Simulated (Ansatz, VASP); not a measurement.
This is a calculation of ZnO for VASP 6.6.1.

Contents of INCAR:

```
ALGO = Normal ; EDIFF = 1E-7
ENCUT = 520 ; GGA = RE
ISIF = 2 ; ISMEAR = -1
IVDW = 13 ; LASPH = T
LCHARG = F ; LREAL = F
LWAVE = F ; NBANDS = 26
NELM = 60 ; PREC = Accurate
SIGMA = 0.05
```

KPOINTS

```
k-points
0
Gamma
  9 9 5
```

File POSCAR:

```
ZnO
1.0
    3.2708272232      0.0000000000      0.0000000000
   -1.6354136116      2.8326194666      0.0000000000
    0.0000000000      0.0000000000      5.2401848988
Zn O
2 2
Direct
    0.6666666667      0.3333333333      0.0000000000
    0.3333333333      0.6666666667      0.5000000000
    0.3333333333      0.6666666667      0.8790100000
    0.6666666667      0.3333333333      0.3790100000
```

Potentials or basis: VASP PAW PBE potentials, release 64 (Zn, O).

Launch:

```bash
$ cat potpaw_PBE.64/Zn/POTCAR potpaw_PBE.64/O/POTCAR > POTCAR
$ mpirun -np 1 vasp_std > vasp.out
```

Q: Translate it to Ansatz 0.2.0. Potentials there: Ansatz PAW.

A: As run (the cutoff follows the program's own potentials):

The input input.yaml:

```yaml
crystal:
  lattice:
    - [3.2708272232, 0.0, 0.0]
    - [-1.6354136116, 2.8326194666, 0.0]
    - [0.0, 0.0, 5.2401848988]
  atoms:
    - { symbol: Zn, position: [0.6666666667, 0.3333333333, 0.0] }
    - { symbol: Zn, position: [0.3333333333, 0.6666666667, 0.5] }
    - { symbol: O, position: [0.3333333333, 0.6666666667, 0.87901] }
    - { symbol: O, position: [0.6666666667, 0.3333333333, 0.37901] }
hamiltonian:
  xc: revpbe
  pseudopotentials: { kind: paw }
  dispersion: d4
kpoints:
  mp_grid: { grid: [9, 9, 5] }
scf:
  occupations: { method: fermi_dirac, width: 0.05 }
output:
  forces: true
  stress: true
  eigenvalues: true
```

Potentials or basis: Ansatz PAW.

The run is started by

```console
$ ansatz run input.yaml --threads 2 --pin off --max-ram 5120MiB --backend cpu --events-out ev --progress --plain --runs-dir out
```

Both were run:

|  | VASP | Ansatz | Ansatz less VASP |
| --- | --- | --- | --- |
| gap on the k mesh at the Fermi level (eV) | 0.83 | 0.85 | +0.023 |
| least direct gap on the mesh (eV) | 0.83 | 0.85 | +0.023 |
| pressure (GPa) | -0.5 | -1.5 | -1.01 |
| traceless stress, the component that is largest in VASP (GPa) | 1.15 | 1.10 | -0.041 |
| rms of the force components (eV/Å) | 0.037 | 0.036 | -0.0017 |

VASP's potentials were made for PBE, not for revPBE. Atom by atom the forces differ by 0.002 eV/Å (rms over components).

Noted on Ansatz's run: odd divisions of the mesh miss points on the zone boundary, where band edges often lie, so the gap on the mesh can be too wide.
